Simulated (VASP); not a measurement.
A run of VASP 6.6.1:

Contents of POSCAR:

```
O
1.0
   -1.1024143130      1.1024143130      1.1024143130
    1.1024143130     -1.1024143130      1.1024143130
    1.1024143130      1.1024143130     -1.1024143130
O
1
Direct
    0.0000000000      0.0000000000      0.0000000000
```

The input INCAR.step1:

```
ALGO     = Normal         # electronic algorithm
EDIFF    = 1E-7           # SCF threshold, eV
ENCUT    = 520            # plane-wave cutoff, eV
ISIF     = 2              # what is computed and relaxed
ISMEAR   = -1             # smearing method
LASPH    = T              # aspherical terms in the spheres
LCHARG   = T              # write CHGCAR
LREAL    = F              # projectors in reciprocal space
LWAVE    = F              # write WAVECAR
NBANDS   = 9              # bands
NELM     = 80             # most SCF steps
PREC     = Accurate       # precision mode
SIGMA    = 0.1            # smearing width, eV
```

Contents of KPOINTS.step1:

```
k-points
0
Gamma
  21 21 21
```

Contents of INCAR.step2:

```
ALGO     = Normal         # electronic algorithm
EDIFF    = 1E-7           # SCF threshold, eV
ENCUT    = 520            # plane-wave cutoff, eV
ICHARG   = 11             # starting density
ISIF     = 2              # what is computed and relaxed
ISMEAR   = -5             # smearing method
LASPH    = T              # aspherical terms in the spheres
LCHARG   = F              # write CHGCAR
LORBIT   = 11             # projections on sites
LREAL    = F              # projectors in reciprocal space
LWAVE    = F              # write WAVECAR
NBANDS   = 9              # bands
NEDOS    = 1001           # points of the DOS
NELM     = 80             # most SCF steps
PREC     = Accurate       # precision mode
SIGMA    = 0.1            # smearing width, eV
```

The input KPOINTS.step2:

```
k-points
0
Gamma
  32 32 32
```

Potentials or basis: VASP PAW LDA potentials, release 64 (O).

Run with:

```sh
$ cat potpaw_LDA.64/O/POTCAR > POTCAR
$ cp INCAR.step1 INCAR
$ cp KPOINTS.step1 KPOINTS
$ mpirun -np 1 vasp_std > vasp.out
$ cp INCAR.step2 INCAR
$ cp KPOINTS.step2 KPOINTS
$ mpirun -np 1 vasp_std > vasp.out
```

Hardware: 1 thread of AMD EPYC 9R45 96-Core Processor (Zen 5), with other jobs on the host.

How long does it take, and how much memory?

It took 28 s on 1 thread of AMD EPYC 9R45 96-Core Processor (Zen 5), on a shared host, peak memory 0.17 GiB. Counts: k points 897.
